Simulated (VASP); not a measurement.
# AlN in VASP: further runs

The runs below take AlN through single point, with LDA.

Everything below comes from runs of VASP 6.6.1. Logs are shortened: lines on timing, memory, paths and dates and some standing lists are left out, and cuts for length are marked.

### 1 The cell of the first run

It takes space group P6_3mc (No. 186, hexagonal). The conventional cell has a = 3.303 Å, b = 3.303 Å, c = 4.135 Å, α = 90.00°, β = 90.00°, γ = 120.00°. Within 2.5 Å of Al (site symmetry 3m) lie 5 N at 1.91 to 2.13 Å. N (site symmetry 3m) has 5 Al at 1.91 to 2.13 Å within 2.5 Å.

### 2 Single point, LDA

INCAR reads:

```
SYSTEM = AlN
PREC = Accurate ; ENCUT = 520
EDIFF = 1E-6 ; ISMEAR = 0
SIGMA = 0.05 ; LREAL = .False.
LASPH = .True. ; NELM = 80
ALGO = Normal ; ISIF = 2
LWAVE = .False. ; LCHARG = .False.
NBANDS = 16
```

KPOINTS reads:

```
regular mesh
0
Gamma
  9 9 6
  0 0 0
```

POSCAR reads:

```
AlN
1.0
    3.3030490248      0.0000000000      0.0000000000
   -1.6515245124      2.8605243654      0.0000000000
    0.0000000000      0.0000000000      4.1347231278
Al N
2 2
Direct
    0.3333333333      0.6666666667      0.7554689695
    0.6666666667      0.3333333333      0.2554689695
    0.3333333333      0.6666666667      0.2394651809
    0.6666666667      0.3333333333      0.7394651809
```

Potentials or basis: VASP PAW LDA potentials, release 64 (Al, N).

On the command line:

```
> cat potpaw_LDA.64/Al/POTCAR potpaw_LDA.64/N/POTCAR > POTCAR
> mpirun -np 1 vasp_std > vasp.out
```

OUTCAR:

```text
SYSTEM = AlN
   PREC = Accurate
   ENCUT = 520
   EDIFF = 1E-6
   ISMEAR = 0
   LREAL = .False.
   LASPH = .True.
   NELM = 80
   ISIF = 2

 ion  position               nearest neighbor table
   1  0.333  0.667  0.755-   4 1.91   4 1.91   4 1.91   3 2.00   3 2.13   2 2.81   2 2.81   2 2.81
                             2 2.81   2 2.81   2 2.81
   2  0.667  0.333  0.255-   3 1.91   3 1.91   3 1.91   4 2.00   4 2.13   1 2.81   1 2.81   1 2.81
                             1 2.81   1 2.81   1 2.81
   3  0.333  0.667  0.239-   2 1.91   2 1.91   2 1.91   1 2.00   1 2.13
   4  0.667  0.333  0.739-   1 1.91   1 1.91   1 1.91   2 2.00   2 2.13

  LATTYP: Found a hexagonal cell.
 ALAT       =     3.3030490248
 C/A-ratio  =     1.2517898150

  Lattice vectors:

 A1 = (   3.3030490248,   0.0000000000,   0.0000000000)
 A2 = (  -1.6515245124,   2.8605243654,   0.0000000000)
 A3 = (   0.0000000000,   0.0000000000,   4.1347231278)

Analysis of symmetry for initial positions (statically):
=====================================================================
 Subroutine PRICEL returns:
 Original cell was already a primitive cell.

 Routine SETGRP: Setting up the symmetry group for a
 hexagonal supercell.

 Subroutine GETGRP returns: Found 12 space group operations
 (whereof  6 operations were pure point group operations)
 out of a pool of 24 trial point group operations.

The static configuration has the point symmetry C_3v.
 The point group associated with its full space group is C_6v.

Analysis of symmetry for dynamics (positions and initial velocities):
=====================================================================
 Subroutine PRICEL returns:
 Original cell was already a primitive cell.

 Routine SETGRP: Setting up the symmetry group for a
 hexagonal supercell.

 Subroutine GETGRP returns: Found 12 space group operations
 (whereof  6 operations were pure point group operations)
 out of a pool of 24 trial point group operations.

The dynamic configuration has the point symmetry C_3v.
 The point group associated with its full space group is C_6v.

 Subroutine INISYM returns: Found 12 space group operations
 (whereof  6 operations are pure point group operations),
 and found     1 'primitive' translations

----------------------------------------------------------------------------------------

                                     Primitive cell

  volume of cell :      39.0667

  direct lattice vectors                    reciprocal lattice vectors
     3.303049025  0.000000000  0.000000000     0.302750578  0.174793127  0.000000000
    -1.651524512  2.860524365  0.000000000     0.000000000  0.349586255  0.000000000
     0.000000000  0.000000000  4.134723128     0.000000000  0.000000000  0.241854163

  length of vectors
     3.303049025  3.303049025  4.134723128     0.349586255  0.349586255  0.241854163

  position of ions in fractional coordinates (direct lattice)
     0.333333333  0.666666667  0.755468970
     0.666666667  0.333333333  0.255468970
     0.333333333  0.666666667  0.239465181
     0.666666667  0.333333333  0.739465181

  ion indices of the primitive-cell ions
   primitive index   ion index
                 1           1
                 2           2
                 3           3
                 4           4

----------------------------------------------------------------------------------------

 KPOINTS: regular mesh

Automatic generation of k-mesh.
 Grid dimensions read from file:
 generate k-points for:    9    9    6

 Generating k-lattice:

  Cartesian coordinates                     Fractional coordinates (reciprocal lattice)
     0.033638953  0.019421459  0.000000000     0.111111111 -0.000000000  0.000000000
     0.000000000  0.038842917  0.000000000     0.000000000  0.111111111  0.000000000
     0.000000000  0.000000000  0.040309027     0.000000000  0.000000000  0.166666667

  Length of vectors
     0.038842917  0.038842917  0.040309027

  Shift w.r.t. Gamma in fractional coordinates (k-lattice)
     0.000000000  0.000000000  0.000000000

 Subroutine IBZKPT returns following result:
 ===========================================

 Found     48 irreducible k-points:

 Following reciprocal coordinates:
            Coordinates               Weight
  0.000000  0.000000  0.000000      1.000000
  0.111111 -0.000000  0.000000      6.000000
  0.222222 -0.000000  0.000000      6.000000
  0.333333  0.000000  0.000000      6.000000
  0.444444 -0.000000  0.000000      6.000000
  0.111111  0.111111  0.000000      6.000000
[... 16 lines left out ...]
  0.333333  0.222222  0.166667     24.000000
  0.333333  0.333333  0.166667      4.000000
 [... further k-points ...]
   k-points           NKPTS =     48   k-points in BZ     NKDIM =     48   number of bands    NBANDS=     16
   number of dos      NEDOS =    301   number of ions     NIONS =      4
   total plane-waves  NPLWV =  25088
   dimension x,y,z NGX =    28 NGY =   28 NGZ =   32
   dimension x,y,z NGXF=    56 NGYF=   56 NGZF=   64
   ions per type =               2   2
   NGX,Y,Z   is equivalent  to a cutoff of  14.09, 14.09, 12.87 a.u.
   NGXF,Y,Z  is equivalent  to a cutoff of  28.19, 28.19, 25.73 a.u.
 SYSTEM =  AlN
   PREC   = accura    normal or accurate (medium, high low for compatibility)
   ISTART =      0    job   : 0-new  1-cont  2-samecut
   ICHARG =      2    charge: 1-file 2-atom 10-const
   ISPIN  =      1    spin polarized calculation?
   LNONCOLLINEAR =      F non collinear calculations
   LSORBIT =      F    spin-orbit coupling
   LASPH  =      T    aspherical Exc in radial PAW
   ENCUT  =  520.0 eV  38.22 Ry    6.18 a.u.   6.14  6.14  7.69*2*pi/ulx,y,z
   NELM   =     80;   NELMIN=  2; NELMDL= -5     # of ELM steps
   EDIFF  = 0.1E-05   stopping-criterion for ELM
   LREAL  =      F    real-space projection
   EDIFFG = 0.1E-04   stopping-criterion for IOM
   NSW    =      0    number of steps for IOM
   IBRION =     -1    ionic relax: 0-MD 1-quasi-New 2-CG
   NFREE  =      0    steps in history (QN), initial steepest desc. (CG)
   ISIF   =      2    stress and relaxation
   ISYM   =      2    0-nonsym 1-usesym 2-fastsym
   POTIM  = 0.5000    time-step for ionic-motion
   TEBEG  =    0.0;   TEEND  =   0.0 temperature during run
   PSTRESS=    0.0 pullay stress
   NELECT =      16.0000    total number of electrons
   NUPDOWN=      -1.0000    fix difference up-down
   EMIN   =  10.00;   EMAX   =-10.00  energy-range for DOS
   EFERMI =   0.00;   METHOD = LEGACY
   ISMEAR =     0;   SIGMA  =   0.05  broadening in eV -4-tet -1-fermi 0-gaus
   EFERMI_NEDOS =   21; number of points for ismear=-14 and -15
   IALGO  =     38    algorithm
   IMIX   =      4    mixing-type and parameters
     AMIX     =   0.40;   BMIX     =  1.00
     AMIX_MAG =   1.60;   BMIX_MAG =  1.00
  volume/ion in A,a.u.               =       9.77        65.91
  Fermi-wavevector in a.u.,A,eV,Ry     =   1.215754  2.297442 20.110205  1.478058
  Thomas-Fermi vector in A             =   2.351131
   LORBIT       =      0    0 simple, 1 ext, 2 COOP (PROOUT), +10 PAW based schemes
   GGA     = CA    functional components
   LHFCALC =     F    Hartree Fock is set to
   AEXX    =    0.0000 exact exchange contribution
   IVDW    =     0    specifies the selected vdW correction
   LEPSILON=     F    determine dielectric tensor
   LRPA    =     F    only Hartree local field effects (RPA)
 non-spin polarized calculation
 Gauss-broadening in eV      SIGMA  =   0.05
  energy-cutoff  :      520.00
  volume of cell :       39.07
 maximum number of plane-waves:      1072
 NGX is ok and might be reduce to    28
   NGX = 13   NGY = 13   NGZ = 15

 number of electron      16.0000001 magnetization

 Free energy of the ion-electron system (eV)
  ---------------------------------------------------
  ext. energy  EPLUGINS =         0.00000000
  ---------------------------------------------------
  free energy    TOTEN  =       -32.46015764 eV

  energy without entropy =      -32.46015764  energy(sigma->0) =      -32.46015764

 E-fermi :   8.0786     XC(G=0): -11.5654

 val. band max:        7.8237679112   @ k =   0.0000   0.0000   0.0000
 cond. band min:      11.2891911404   @ k =   0.0000   0.0000   0.0000
 fundamental gap:      3.4654232291
 Fermi energy:         8.0786439551

 k-point     1 :       0.0000    0.0000    0.0000
  band No.  band energies     occupation
      1      -8.8874      2.00000
      2      -5.0200      2.00000
      3       0.8993      2.00000
      4       4.5331      2.00000
      5       4.5331      2.00000
      6       6.2663      2.00000
[... 8 lines left out ...]
     15      19.7183      0.00000
     16      19.7186      0.00000

 k-point     2 :       0.1111   -0.0000    0.0000
  band No.  band energies     occupation
      1      -8.7431      2.00000
      2      -5.0193      2.00000
      3       1.0512      2.00000
      4       4.0275      2.00000
      5       4.3277      2.00000
      6       5.7829      2.00000
[... 8 lines left out ...]
     15      19.1363      0.00000
     16      19.4274      0.00000

 k-point     3 :       0.2222   -0.0000    0.0000
  band No.  band energies     occupation
      1      -8.3280      2.00000
      2      -5.0654      2.00000
      3       1.4934      2.00000
      4       2.9430      2.00000
      5       3.9104      2.00000
      6       4.8919      2.00000
[... 8 lines left out ...]
     15      18.1750      0.00000
     16      20.3223      0.00000

 k-point     4 :       0.3333    0.0000    0.0000
  band No.  band energies     occupation
      1      -7.7094      2.00000
      2      -5.2728      2.00000
      3       1.9446      2.00000
      4       2.1852      2.00000
      5       3.5334      2.00000
      6       4.1115      2.00000
[... 8 lines left out ...]
     15      19.0968      0.00000
     16      20.8330      0.00000
[... 324 lines left out ...]
 k-point    22 :       0.2222    0.2222    0.1667
  band No.  band energies     occupation
      1      -7.2318      2.00000
      2      -5.5164      2.00000
      3       1.5243      2.00000
      4       1.8915      2.00000
      5       3.5843      2.00000
      6       4.1055      2.00000
[... 8 lines left out ...]
     15      19.7402      0.00000
     16      21.0909      0.00000

 k-point    23 :       0.3333    0.2222    0.1667
  band No.  band energies     occupation
      1      -6.6571      2.00000
      2      -5.8105      2.00000
      3       1.2302      2.00000
      4       2.0079      2.00000
      5       2.7893      2.00000
      6       4.6231      2.00000
[... 8 lines left out ...]
     15      19.5592      0.00000
     16      21.1950      0.00000

 k-point    24 :       0.3333    0.3333    0.1667
  band No.  band energies     occupation
      1      -6.1801      2.00000
      2      -6.1801      2.00000
      3       1.2143      2.00000
      4       2.2485      2.00000
      5       2.2485      2.00000
      6       4.8611      2.00000
[... 8 lines left out ...]
     15      19.0742      0.00000
     16      20.9593      0.00000

 [... further k-points ...]
[... 5 lines left out ...]
  --------------------------------------------------------------------------------------
  -------------------------------------------------------------------------------------
  Total       -1.2959031     -1.2959031     -0.6291982      0.0000000      0.0000000      0.0000000
  in kB      -53.1466625    -53.1466625    -25.8042333      0.0000000      0.0000000      0.0000000
  external PRESSURE =     -44.0325194 kB  Pullay stress =       0.0000000 kB

 VOLUME and BASIS-vectors are now :
 -----------------------------------------------------------------------------
  energy-cutoff  :      520.00
  volume of cell :       39.07
      direct lattice vectors                 reciprocal lattice vectors
     3.303049025  0.000000000  0.000000000     0.302750578  0.174793127  0.000000000
    -1.651524512  2.860524365  0.000000000     0.000000000  0.349586255  0.000000000
     0.000000000  0.000000000  4.134723128     0.000000000  0.000000000  0.241854163

 POSITION                                       TOTAL-FORCE (eV/Angst)
 -----------------------------------------------------------------------------------
     -0.00000      1.90702      3.12366        -0.000000      0.000000     -0.166973
      1.65152      0.95351      1.05629         0.000000      0.000000     -0.166973
     -0.00000      1.90702      0.99012         0.000000      0.000000      0.166973
      1.65152      0.95351      3.05748        -0.000000      0.000000      0.166973
 -----------------------------------------------------------------------------------
    total drift:                               -0.000000      0.000000     -0.000052

  FREE ENERGIE OF THE ION-ELECTRON SYSTEM (eV)
  ---------------------------------------------------
  free  energy   TOTEN  =       -32.4601576440 eV

  energy  without entropy=      -32.4601576440  energy(sigma->0) =      -32.46015764
```

Wall time 10 s (1 thread of Intel Xeon 6975P-C (Granite Rapids), shared host); peak memory 0.15 GiB.

Results:

```
Free energy            : -32.4602 eV
Pressure               : -4.4 GPa
Largest force          : 0.167 eV/Å
Band gap on the k mesh : 3.47 eV, direct
```

Forces on the atoms (eV/Å):
```
Al   0.000  0.000 -0.167
Al   0.000  0.000 -0.167
N    0.000  0.000  0.167
N    0.000  0.000  0.167
```

A k mesh can miss the band edges. LDA gaps usually lie below the measured ones, often by a third to a half.

### 3 Single point, LDA

INCAR reads:

```
SYSTEM = AlN
ALGO = Normal
EDIFF = 1E-6
ENCUT = 520
GGA = CA
ISIF = 2
ISMEAR = 0
LASPH = .TRUE.
LCHARG = .TRUE.
LELF = .TRUE.
LREAL = .FALSE.
LVHAR = .TRUE.
LWAVE = .FALSE.
NBANDS = 16
NELM = 80
PREC = Accurate
SIGMA = 0.05
```

KPOINTS reads:

```
k-points
0
G
  9 9 6
  0 0 0
```

POSCAR reads:

```
AlN
1.0
    3.3030490248      0.0000000000      0.0000000000
   -1.6515245124      2.8605243654      0.0000000000
    0.0000000000      0.0000000000      4.1347231278
Al N
2 2
Direct
    0.3333333333      0.6666666667      0.7500000000
    0.6666666667      0.3333333333      0.2500000000
    0.3333333333      0.6666666667      0.2500000000
    0.6666666667      0.3333333333      0.7500000000
```

Potentials or basis: VASP PAW LDA potentials, release 64 (Al, N).

On the command line:

```
> cat potpaw_LDA.64/Al/POTCAR potpaw_LDA.64/N/POTCAR > POTCAR
> mpirun -np 1 vasp_std > vasp.out
```

Run time: 11 s. Hardware: 1 thread of Intel Xeon 6975P-C (Granite Rapids), shared host; peak memory 0.15 GiB.

Results (log left out):

```
Free energy            : -32.4707 eV
Pressure               : -4.8 GPa
Band gap on the k mesh : 3.45 eV, direct
```

Stress tensor (GPa, compression positive):
```
-5.04  0.00  0.00
 0.00 -5.04  0.00
 0.00  0.00 -4.42
```

Levels at points of the mesh, in eV from the valence-band top:
```tsv
k point	band 4	band 5	band 6	band 7	band 8	band 9	band 10	band 11	band 12	band 13
(0.00, 0.00, 0.00)	-3.32	-3.32	-1.58	-1.58	0.00	3.45	4.39	8.12	8.12	11.22
(0.00, 0.00, 0.50)	-3.69	-2.49	-2.49	-2.49	-2.49	5.72	5.72	8.30	8.30	8.30
```

### 4 Single point, LDA

This run uses another cell than the first one, of 10.01 Å³/atom, 1.025 times its volume.

INCAR reads:

```
  PREC = Accurate
  ENCUT = 520
  EDIFF = 1E-7
  ISMEAR = 0
  SIGMA = 0.05
  LREAL = False
  LASPH = True
  NELM = 80
  ALGO = Normal
  ISIF = 2
  LWAVE = False
  LCHARG = False
  NBANDS = 16
```

KPOINTS reads:

```
Automatic mesh
0
Gamma
  9 9 6
```

POSCAR reads:

```
AlN
1.0
    3.3305662437      0.0000000000      0.0000000000
   -1.6652831218      2.8843549760      0.0000000000
    0.0000000000      0.0000000000      4.1691689022
Al N
2 2
Direct
    0.3333333333      0.6666666667      0.7554689695
    0.6666666667      0.3333333333      0.2554689695
    0.3333333333      0.6666666667      0.2394651809
    0.6666666667      0.3333333333      0.7394651809
```

On the command line:

```
> cat potpaw_LDA.64/Al/POTCAR potpaw_LDA.64/N/POTCAR > POTCAR
> mpirun -np 1 vasp_std > vasp.out
```

Wall time 12 s (1 thread of Intel Xeon 6975P-C (Granite Rapids), shared host); peak memory 0.15 GiB.

The run converged. Its results:

```yaml
Free_energy: -32.4184 eV
Pressure: -9.3 GPa
Largest_force: 0.127 eV/Å
Band_gap_on_the_k_mesh: 3.28 eV, direct
```

Forces in eV/Å, atoms in the order of the input:
```
Al   0.000  0.000 -0.127
Al   0.000  0.000 -0.127
N    0.000  0.000  0.127
N    0.000  0.000  0.127
```

Stress tensor (GPa, compression positive):
```
-10.44   0.00   0.00
  0.00 -10.44   0.00
  0.00   0.00  -7.08
```

Levels at points of the mesh, in eV from the valence-band top:
```csv
k point,band 5,band 6,band 7,band 8,band 9,band 10,band 11,band 12
"(0.00, 0.00, 0.00)",-3.22,-1.51,-1.51,0.00,3.28,4.20,8.02,8.02
"(0.00, 0.00, 0.50)",-2.40,-2.40,-2.40,-2.40,5.57,5.57,8.21,8.21
```

A hybrid or GW would open this gap; LDA tends to underestimate it.

(Continued in part 2 of 2.)
